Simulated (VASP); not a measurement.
# AlN (wurtzite to rock salt path) (Cmc2_1) in VASP: notebook, part 2 of 2

VASP 6.6.1.

## 3. Relaxation of volume and atoms at fixed shape, PBEsol, target pressure 20 GPa, at which the enthalpy is minimised

This run uses another cell than the first one, of 9.40 Å³/atom, 1.022 times its volume.

File INCAR:

```
PREC = Accurate
ENCUT = 600
EDIFF = 1E-6
ISMEAR = 0
SIGMA = 0.01
LREAL = F
LASPH = T
NELM = 100
ALGO = Normal
ISIF = 8
LWAVE = F
LCHARG = F
GGA = PS
IBRION = 2
NSW = 70
EDIFFG = -0.01
PSTRESS = 200.0
```

File KPOINTS:

```
regular mesh
0
Gamma
  9 9 7
```

File POSCAR:

```
AlN
1.0
    1.6535883570     -2.6457413712      0.0000000000
    1.6535883570      2.6457413712      0.0000000000
    0.0000000000      0.0000000000      4.2993297282
Al N
2 2
Direct
    0.0000000000      0.0000000000      0.0000000000
    0.6378142077      0.3621857923      0.5000000000
    0.0000000000      0.0000000000      0.4700000000
    0.6378142077      0.3621857923      0.9700000000
```

Potentials or basis: VASP PAW PBE potentials, release 64 (Al, N).

Run with:

```
$ cat potpaw_PBE.64/Al/POTCAR potpaw_PBE.64/N/POTCAR > POTCAR
$ mpirun -np 1 vasp_std > vasp.out
```

OUTCAR:

```text
PREC = Accurate
   ENCUT = 600
   EDIFF = 1E-6
   ISMEAR = 0
   LREAL = F
   LASPH = T
   NELM = 100
   ISIF = 8
   GGA = PS
   IBRION = 2
   NSW = 70
   EDIFFG = -0.01
   PSTRESS = 200.0

 ion  position               nearest neighbor table
   1  0.000  0.000  0.000-   4 1.81   4 1.81   4 1.92   3 2.02   3 2.28   2 2.81   2 2.81   2 2.81
                             2 2.81   2 2.88   2 2.88
   2  0.638  0.362  0.500-   3 1.81   3 1.81   3 1.92   4 2.02   4 2.28   1 2.81   1 2.81   1 2.81
                             1 2.81   1 2.88   1 2.88
   3  0.000  0.000  0.470-   2 1.81   2 1.81   2 1.92   1 2.02   1 2.28
   4  0.638  0.362  0.970-   1 1.81   1 1.81   1 1.92   2 2.02   2 2.28

  LATTYP: Found a base centered orthorhombic cell.
 ALAT       =     3.3071767140
 B/A-ratio  =     1.6000000000
 C/A-ratio  =     1.3000000000

  Lattice vectors:

 A1 = (   1.6535883570,  -2.6457413712,   0.0000000000)
 A2 = (   1.6535883570,   2.6457413712,   0.0000000000)
 A3 = (   0.0000000000,   0.0000000000,   4.2993297282)

Analysis of symmetry for initial positions (statically):
=====================================================================
 Subroutine PRICEL returns:
 Original cell was already a primitive cell.

 Routine SETGRP: Setting up the symmetry group for a
 base centered orthorhombic supercell.

 Subroutine GETGRP returns: Found  4 space group operations
 (whereof  2 operations were pure point group operations)
 out of a pool of  8 trial point group operations.

The static configuration has the point symmetry C_1h.
 The point group associated with its full space group is C_2v.

Analysis of symmetry for dynamics (positions and initial velocities):
=====================================================================
 Subroutine PRICEL returns:
 Original cell was already a primitive cell.

 Routine SETGRP: Setting up the symmetry group for a
 base centered orthorhombic supercell.

 Subroutine GETGRP returns: Found  4 space group operations
 (whereof  2 operations were pure point group operations)
 out of a pool of  8 trial point group operations.

The dynamic configuration has the point symmetry C_1h.
 The point group associated with its full space group is C_2v.

 Subroutine INISYM returns: Found  4 space group operations
 (whereof  2 operations are pure point group operations),
 and found     1 'primitive' translations

----------------------------------------------------------------------------------------

                                     Primitive cell

  volume of cell :      37.6189

  direct lattice vectors                    reciprocal lattice vectors
     1.653588357 -2.645741371  0.000000000     0.302372714 -0.188982946  0.000000000
     1.653588357  2.645741371  0.000000000     0.302372714  0.188982946  0.000000000
     0.000000000  0.000000000  4.299329728     0.000000000  0.000000000  0.232594396

  length of vectors
     3.119984272  3.119984272  4.299329728     0.356572310  0.356572310  0.232594396

  position of ions in fractional coordinates (direct lattice)
     0.000000000  0.000000000  0.000000000
     0.637814208  0.362185792  0.500000000
     0.000000000  0.000000000  0.470000000
     0.637814208  0.362185792  0.970000000

  ion indices of the primitive-cell ions
[... 72 lines left out ...]
   LNONCOLLINEAR =      F non collinear calculations
   LSORBIT =      F    spin-orbit coupling
   LASPH  =      T    aspherical Exc in radial PAW
   ENCUT  =  600.0 eV  44.10 Ry    6.64 a.u.   6.23  6.23  8.59*2*pi/ulx,y,z
   NELM   =    100;   NELMIN=  2; NELMDL= -5     # of ELM steps
   EDIFF  = 0.1E-05   stopping-criterion for ELM
   LREAL  =      F    real-space projection
   EDIFFG = -.1E-01   stopping-criterion for IOM
   NSW    =     70    number of steps for IOM
   IBRION =      2    ionic relax: 0-MD 1-quasi-New 2-CG
   NFREE  =      1    steps in history (QN), initial steepest desc. (CG)
   ISIF   =      8    stress and relaxation
   ISYM   =      2    0-nonsym 1-usesym 2-fastsym
   POTIM  = 0.5000    time-step for ionic-motion
   TEBEG  =    0.0;   TEEND  =   0.0 temperature during run
   PSTRESS=  200.0 pullay stress
   NELECT =      16.0000    total number of electrons
   NUPDOWN=      -1.0000    fix difference up-down
   EMIN   =  10.00;   EMAX   =-10.00  energy-range for DOS
   EFERMI =   0.00;   METHOD = LEGACY
   ISMEAR =     0;   SIGMA  =   0.01  broadening in eV -4-tet -1-fermi 0-gaus
   EFERMI_NEDOS =   21; number of points for ismear=-14 and -15
   IALGO  =     38    algorithm
   IMIX   =      4    mixing-type and parameters
     AMIX     =   0.40;   BMIX     =  1.00
     AMIX_MAG =   1.60;   BMIX_MAG =  1.00
  volume/ion in A,a.u.               =       9.40        63.47
  Fermi-wavevector in a.u.,A,eV,Ry     =   1.231156  2.326547 20.622954  1.515744
  Thomas-Fermi vector in A             =   2.365976
   LORBIT       =      0    0 simple, 1 ext, 2 COOP (PROOUT), +10 PAW based schemes
   GGA     = PS    functional components
   LHFCALC =     F    Hartree Fock is set to
   AEXX    =    0.0000 exact exchange contribution
   IVDW    =     0    specifies the selected vdW correction
   LEPSILON=     F    determine dielectric tensor
   LRPA    =     F    only Hartree local field effects (RPA)
 conjugate gradient relaxation of ions
 non-spin polarized calculation
 Gauss-broadening in eV      SIGMA  =   0.01
  energy-cutoff  :      600.00
  volume of cell :       37.62
 maximum number of plane-waves:      1273
 NGX is ok and might be reduce to    28
   NGX = 13   NGY = 13   NGZ = 17

--------------------------------------- Ionic step        1  -------------------------------------------

 number of electron      16.0000000 magnetization

 Free energy of the ion-electron system (eV)
  ---------------------------------------------------
  ext. energy  EPLUGINS =         0.00000000
  ---------------------------------------------------
  free energy    TOTEN  =       -30.64764969 eV

  energy without entropy =      -30.64764969  energy(sigma->0) =      -30.64764969

------------------------ aborting loop because EDIFF is reached ----------------------------------------

  FORCE on cell =-STRESS in cart. coord.  units (eV):
  Direction    XX          YY          ZZ          XY          YZ          ZX
  --------------------------------------------------------------------------------------
  -------------------------------------------------------------------------------------
  Total        5.8200976      2.5061564      0.6926325      0.0000000      0.0000000      0.0000000
  in kB      247.8764722    106.7365622     29.4990411      0.0000000      0.0000000      0.0000000
  external PRESSURE =     -71.9626415 kB  Pullay stress =     200.0000000 kB
[... 103 lines left out ...]
  energy  without entropy=      -30.6157173675  energy(sigma->0) =      -30.61571737

  enthalpy is  TOTEN    =       -26.0827982159 eV   P V=        4.5329191516

[... ionic steps 4 to 15 ...]

--------------------------------------- Ionic step       16  -------------------------------------------

 number of electron      16.0000000 magnetization

------------------------ aborting loop because EDIFF is reached ----------------------------------------
[... 75 lines left out ...]
--------------------------------------- Ionic step       18  -------------------------------------------

 number of electron      16.0000000 magnetization

 Free energy of the ion-electron system (eV)
  ---------------------------------------------------
  ext. energy  EPLUGINS =         0.00000000
  ---------------------------------------------------
  free energy    TOTEN  =       -30.69108687 eV

  energy without entropy =      -30.69108687  energy(sigma->0) =      -30.69108687

 E-fermi :   8.8024     XC(G=0): -11.7061

 val. band max:        8.7079354421   @ k =   0.0000   0.0000   0.0000
 cond. band min:      12.4646771388   @ k =  -0.4444   0.4444   0.0000
 fundamental gap:      3.7567416967
 Fermi energy:         8.8023799711

 k-point     1 :       0.0000    0.0000    0.0000
  band No.  band energies     occupation
      1      -8.5924      2.00000
      2      -4.9710      2.00000
      3       1.2530      2.00000
      4       5.1647      2.00000
      5       5.9418      2.00000
      6       6.7571      2.00000
      7       7.1581      2.00000
      8       8.7079      2.00000
      9      12.5593      0.00000
     10      13.8337      0.00000
     11      16.9534      0.00000
     12      18.9210      0.00000
[... 331 lines left out ...]
 k-point    24 :       0.4444    0.4444    0.0000
  band No.  band energies     occupation
      1      -6.2027      2.00000
      2      -5.1806      2.00000
      3       1.7179      2.00000
      4       3.4971      2.00000
      5       4.0369      2.00000
      6       4.0860      2.00000
      7       5.8100      2.00000
      8       6.2494      2.00000
      9      12.9131      0.00000
     10      14.2097      0.00000
     11      15.9668      0.00000
     12      18.1027      0.00000

 [... further k-points ...]
[... 5 lines left out ...]
  --------------------------------------------------------------------------------------
  -------------------------------------------------------------------------------------
  Total        3.9326941      6.1485748      3.7168379      0.0000000      0.0000000      0.0000000
  in kB      171.2405046    267.7261464    161.8415215      0.0000000      0.0000000      0.0000000
  external PRESSURE =       0.2693908 kB  Pullay stress =     200.0000000 kB
[... 23 lines left out ...]
  energy  without entropy=      -30.6910868697  energy(sigma->0) =      -30.69108687

  enthalpy is  TOTEN    =       -26.0979047137 eV   P V=        4.5931821560

 reached required accuracy - stopping structural energy minimisation
```

CONTCAR:

```text
AlN
   1.00000000000000
     1.6414348245380996   -2.6262957192609591    0.0000000000000000
     1.6414348245380996    2.6262957192609591    0.0000000000000000
     0.0000000000000000    0.0000000000000000    4.2677305437990576
  Al              N
     2     2
Direct
     0.9904480523848094    0.0095519476151905    0.0085221034786138
     0.6473661553151941    0.3526338446848061    0.5085221034786138
     0.9945628416288818    0.0054371583711182    0.4614778965213851
     0.6432513660711218    0.3567486339288783    0.9614778965213850

  0.00000000E+00  0.00000000E+00  0.00000000E+00
  0.00000000E+00  0.00000000E+00  0.00000000E+00
  0.00000000E+00  0.00000000E+00  0.00000000E+00
  0.00000000E+00  0.00000000E+00  0.00000000E+00
```

Wall time 4.7 min (1 thread of Intel Xeon Platinum 8259CL at 2.50GHz (Skylake/Cascade Lake), shared host); peak memory 0.2 GiB.

Results:

```
Free energy                                            : -30.6911 eV
Relaxed volume                                         : 9.20 Å³/atom
Relaxed cell                                           : a = 3.097 Å, b = 3.097 Å, c = 4.268 Å, α = 90.00°, β = 90.00°, γ = 115.99°
Space group after relaxing (to 0.05 Å)                 : Cmc2_1 (No. 36)
Energy change on relaxing (the enthalpy is what falls) : -10.9 meV/atom
Ionic steps                                            : 18
Pressure after relaxing                                : 20.0 GPa
Largest force after relaxing                           : 0.004 eV/Å
Band gap on the k mesh                                 : 3.76 eV, indirect (least direct gap 3.85 eV)
```

Forces on the atoms (eV/Å):
```
Al   0.000 -0.001 -0.001
Al   0.000  0.001 -0.001
N    0.000  0.004  0.001
N    0.000 -0.004  0.001
```

Step by step:
| step | energy change (eV) | largest force (eV/Å) | pressure (GPa) | volume (Å³) |
| --- | --- | --- | --- | --- |
| 1 | 0.0000 | 1.3458 | 12.80 | 37.62 |
| 2 | 0.2401 | 1.2419 | 32.12 | 35.37 |
| 3 | 0.0319 | 0.2429 | 22.58 | 36.31 |
| 4 | 0.0351 | 0.2170 | 22.80 | 36.29 |
| 5 | -0.0501 | 0.2846 | 18.04 | 36.94 |
| 6 | -0.0207 | 0.1826 | 19.85 | 36.69 |
| 7 | -0.0346 | 0.1185 | 19.34 | 36.77 |
| 8 | -0.0543 | 0.1353 | 18.61 | 36.91 |
| 9 | -0.0437 | 0.0906 | 19.62 | 36.80 |
| 10 | -0.0346 | 0.0593 | 20.40 | 36.73 |
| 11 | -0.0334 | 0.0562 | 20.48 | 36.72 |
| 12 | -0.0388 | 0.0215 | 20.24 | 36.76 |
| 13 | -0.0419 | 0.0294 | 20.08 | 36.78 |
| 14 | -0.0440 | 0.0180 | 19.95 | 36.80 |
| 15 | -0.0456 | 0.0116 | 19.87 | 36.81 |
| 16 | -0.0441 | 0.0114 | 19.97 | 36.80 |
| 17 | -0.0430 | 0.0117 | 20.05 | 36.79 |
| 18 | -0.0434 | 0.0038 | 20.03 | 36.80 |

Final structure:
```yaml
crystal:
  lattice:
    - [1.64143, -2.62630, 0.00000]
    - [1.64143, 2.62630, 0.00000]
    - [0.00000, 0.00000, 4.26773]
  atoms:
    - { symbol: Al, position: [0.99045, 0.00955, 0.00852] }
    - { symbol: Al, position: [0.64737, 0.35263, 0.50852] }
    - { symbol: N, position: [0.99456, 0.00544, 0.46148] }
    - { symbol: N, position: [0.64325, 0.35675, 0.96148] }
```

Levels at points of the mesh, in eV from the valence-band top:
| k point | band 4 | band 5 | band 6 | band 7 | band 8 | band 9 | band 10 | band 11 | band 12 |
| --- | --- | --- | --- | --- | --- | --- | --- | --- | --- |
| (0.00, 0.00, 0.00) | -3.54 | -2.77 | -1.95 | -1.55 | 0.00 | 3.85 | 5.13 | 8.25 | 10.21 |

Caveat: the cell is relaxed towards a set pressure, so the enthalpy falls and the energy may rise; the PAW data sets were made with another functional, which shifts forces and pressure a little. A hybrid or GW would open this gap; PBEsol tends to underestimate it.
